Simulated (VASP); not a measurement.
# Sn3Se (Im-3m) in VASP: single point with PBEsol

Aim: the single point of Sn3Se with PBEsol.

Program: VASP 6.6.1. These are calculated values, not measurements. Logs are shortened: lines on timing, memory, paths and dates and some standing lists are left out, and cuts for length are marked.

## (1) The cell of the first run

It takes space group Im-3m (No. 229, cubic). Conventional cell: a = 5.871 Å, b = 5.871 Å, c = 5.871 Å, α = 90.00°, β = 90.00°, γ = 90.00°. Within 3.9 Å of Sn (site symmetry 4/mmm) lie 4 Sn at 2.94 Å and 2 Se at 2.94 Å. Within 3.9 Å of Se (site symmetry m-3m) lie 6 Sn at 2.94 Å.

## (2) Single point, PBEsol

File INCAR:

```
PREC     = Accurate       # precision mode
ENCUT    = 520            # plane-wave cutoff, eV
EDIFF    = 1E-6           # SCF threshold, eV
ISMEAR   = 0              # smearing method
SIGMA    = 0.15           # smearing width, eV
LREAL    = F              # projectors in reciprocal space
LASPH    = T              # aspherical terms in the spheres
NELM     = 80             # most SCF steps
ALGO     = Normal         # electronic algorithm
ISIF     = 2              # what is computed and relaxed
LWAVE    = F              # write WAVECAR
LCHARG   = T              # write CHGCAR
GGA      = PS             # functional
LELF     = T              # ELF
LVHAR    = T            
NBANDS   = 32             # bands
```

File KPOINTS:

```
regular mesh
0
Gamma
  12 12 12
```

File POSCAR:

```
Sn3Se
1.0
    4.8922864797     -0.9784572959     -0.9784572959
   -0.9784572959      4.8922864797     -0.9784572959
   -0.9784572959     -0.9784572959      4.8922864797
Sn Se
3 1
Direct
    0.0000000000      0.5000000000      0.5000000000
    0.5000000000      0.0000000000      0.5000000000
    0.5000000000      0.5000000000      0.0000000000
    0.0000000000      0.0000000000      0.0000000000
```

Potentials or basis: VASP PAW PBE potentials, release 64 (Sn_d, Se).

The run is started by

```console
$ cat potpaw_PBE.64/Sn_d/POTCAR potpaw_PBE.64/Se/POTCAR > POTCAR
$ mpirun -np 1 vasp_std > vasp.out
```

OUTCAR:

```text
PREC = Accurate
   ENCUT = 520
   EDIFF = 1E-6
   ISMEAR = 0
   LREAL = F
   LASPH = T
   NELM = 80
   ISIF = 2
   GGA = PS

 ion  position               nearest neighbor table
   1  0.000  0.500  0.500-   2 2.94   3 2.94   4 2.94   4 2.94   3 2.94   2 2.94
   2  0.500  0.000  0.500-   1 2.94   3 2.94   4 2.94   3 2.94   4 2.94   1 2.94
   3  0.500  0.500  0.000-   1 2.94   2 2.94   4 2.94   2 2.94   1 2.94   4 2.94
   4  0.000  0.000  0.000-   1 2.94   2 2.94   3 2.94   1 2.94   2 2.94   3 2.94

  LATTYP: Found a body centered cubic cell.
 ALAT       =     5.8707437756

  Lattice vectors:

 A1 = (   4.8922864797,  -0.9784572959,  -0.9784572959)
 A2 = (  -0.9784572959,   4.8922864797,  -0.9784572959)
 A3 = (  -0.9784572959,  -0.9784572959,   4.8922864797)

Analysis of symmetry for initial positions (statically):
=====================================================================
 Subroutine PRICEL returns:
 Original cell was already a primitive cell.

 Routine SETGRP: Setting up the symmetry group for a
 body centered cubic supercell.

 Subroutine GETGRP returns: Found 48 space group operations
 (whereof 48 operations were pure point group operations)
 out of a pool of 48 trial point group operations.

The static configuration has the point symmetry O_h .

Analysis of symmetry for dynamics (positions and initial velocities):
=====================================================================
 Subroutine PRICEL returns:
 Original cell was already a primitive cell.

 Routine SETGRP: Setting up the symmetry group for a
 body centered cubic supercell.

 Subroutine GETGRP returns: Found 48 space group operations
 (whereof 48 operations were pure point group operations)
 out of a pool of 48 trial point group operations.

The dynamic configuration has the point symmetry O_h .

 Subroutine INISYM returns: Found 48 space group operations
 (whereof 48 operations are pure point group operations),
 and found     1 'primitive' translations

----------------------------------------------------------------------------------------

                                     Primitive cell

  volume of cell :     101.1694

  direct lattice vectors                    reciprocal lattice vectors
     4.892286480 -0.978457296 -0.978457296     0.227114891  0.056778723  0.056778723
    -0.978457296  4.892286480 -0.978457296     0.056778723  0.227114891  0.056778723
[... 83 lines left out ...]
   ISPIN  =      1    spin polarized calculation?
   LNONCOLLINEAR =      F non collinear calculations
   LSORBIT =      F    spin-orbit coupling
   LASPH  =      T    aspherical Exc in radial PAW
   ENCUT  =  520.0 eV  38.22 Ry    6.18 a.u.   9.45  9.45  9.45*2*pi/ulx,y,z
   NELM   =     80;   NELMIN=  2; NELMDL= -5     # of ELM steps
   EDIFF  = 0.1E-05   stopping-criterion for ELM
   LREAL  =      F    real-space projection
   EDIFFG = 0.1E-04   stopping-criterion for IOM
   NSW    =      0    number of steps for IOM
   IBRION =     -1    ionic relax: 0-MD 1-quasi-New 2-CG
   NFREE  =      0    steps in history (QN), initial steepest desc. (CG)
   ISIF   =      2    stress and relaxation
   ISYM   =      2    0-nonsym 1-usesym 2-fastsym
   POTIM  = 0.5000    time-step for ionic-motion
   TEBEG  =    0.0;   TEEND  =   0.0 temperature during run
   PSTRESS=    0.0 pullay stress
   NELECT =      48.0000    total number of electrons
   NUPDOWN=      -1.0000    fix difference up-down
   EMIN   =  10.00;   EMAX   =-10.00  energy-range for DOS
   EFERMI =   0.00;   METHOD = LEGACY
   ISMEAR =     0;   SIGMA  =   0.15  broadening in eV -4-tet -1-fermi 0-gaus
   EFERMI_NEDOS =   21; number of points for ismear=-14 and -15
   IALGO  =     38    algorithm
   IMIX   =      4    mixing-type and parameters
     AMIX     =   0.40;   BMIX     =  1.00
     AMIX_MAG =   1.60;   BMIX_MAG =  1.00
  volume/ion in A,a.u.               =      25.29       170.68
  Fermi-wavevector in a.u.,A,eV,Ry     =   1.276847  2.412891 22.182091  1.630338
  Thomas-Fermi vector in A             =   2.409480
   LORBIT       =      0    0 simple, 1 ext, 2 COOP (PROOUT), +10 PAW based schemes
   GGA     = PS    functional components
   LHFCALC =     F    Hartree Fock is set to
   AEXX    =    0.0000 exact exchange contribution
   IVDW    =     0    specifies the selected vdW correction
   LEPSILON=     F    determine dielectric tensor
   LRPA    =     F    only Hartree local field effects (RPA)
 non-spin polarized calculation
 Gauss-broadening in eV      SIGMA  =   0.15
  energy-cutoff  :      520.00
  volume of cell :      101.17
 maximum number of plane-waves:      2760
 NGX is ok and might be reduce to    40
   NGX = 19   NGY = 19   NGZ = 19

 number of electron      48.0000001 magnetization

 Free energy of the ion-electron system (eV)
  ---------------------------------------------------
  ext. energy  EPLUGINS =         0.00000000
  ---------------------------------------------------
  free energy    TOTEN  =       -17.27017572 eV

  energy without entropy =      -17.24635759  energy(sigma->0) =      -17.25826665

 E-fermi :   7.6452     XC(G=0): -10.4411

 val. band max:        7.6374558600   @ k =   0.5000   0.5000   0.0833
 cond. band min:       7.6547474416   @ k =   0.2500   0.1667   0.0833
 fundamental gap:      0.0172915816
 Fermi energy:         7.6452344835

 k-point     1 :       0.0000    0.0000    0.0000
  band No.  band energies     occupation
      1     -14.1991      2.00000
      2     -14.1991      2.00000
      3     -14.1131      2.00000
      4     -14.0412      2.00000
      5     -14.0412      2.00000
      6     -14.0412      2.00000
[... 829 lines left out ...]
     31      14.0858      0.00000
     32      14.7452      0.00000

 [... further k-points ...]
[... 5 lines left out ...]
  --------------------------------------------------------------------------------------
  -------------------------------------------------------------------------------------
  Total        1.7145391      1.7145391      1.7145391      0.0000000      0.0000000      0.0000000
  in kB       27.1524238     27.1524238     27.1524238      0.0000000      0.0000000      0.0000000
  external PRESSURE =      27.1524238 kB  Pullay stress =       0.0000000 kB

 VOLUME and BASIS-vectors are now :
 -----------------------------------------------------------------------------
  energy-cutoff  :      520.00
  volume of cell :      101.17
      direct lattice vectors                 reciprocal lattice vectors
     4.892286480 -0.978457296 -0.978457296     0.227114891  0.056778723  0.056778723
    -0.978457296  4.892286480 -0.978457296     0.056778723  0.227114891  0.056778723
    -0.978457296 -0.978457296  4.892286480     0.056778723  0.056778723  0.227114891

 POSITION                                       TOTAL-FORCE (eV/Angst)
 -----------------------------------------------------------------------------------
     -0.97846      1.95691      1.95691         0.000000     -0.000000      0.000000
      1.95691     -0.97846      1.95691        -0.000000      0.000000     -0.000000
      1.95691      1.95691     -0.97846        -0.000000     -0.000000     -0.000000
      0.00000      0.00000      0.00000         0.000000      0.000000      0.000000
 -----------------------------------------------------------------------------------
    total drift:                                0.000000      0.000000     -0.000000

  FREE ENERGIE OF THE ION-ELECTRON SYSTEM (eV)
  ---------------------------------------------------
  free  energy   TOTEN  =       -17.2701757238 eV

  energy  without entropy=      -17.2463575855  energy(sigma->0) =      -17.25826665
```

Run time: 2.9 min. Hardware: 1 thread of Oxide Virtual Turin-like, shared host; peak memory 0.32 GiB.

What came out:

```
Free energy            : -17.2702 eV
Pressure               : 2.7 GPa
Band gap on the k mesh : zero (band 24 reaches 8.56 eV, above the bottom of band 25 at 5.02 eV)
```

Caveat: the PAW data sets were made with another functional, which shifts forces and pressure a little; spin-orbit coupling is left out, which moves the levels of the heavy elements.
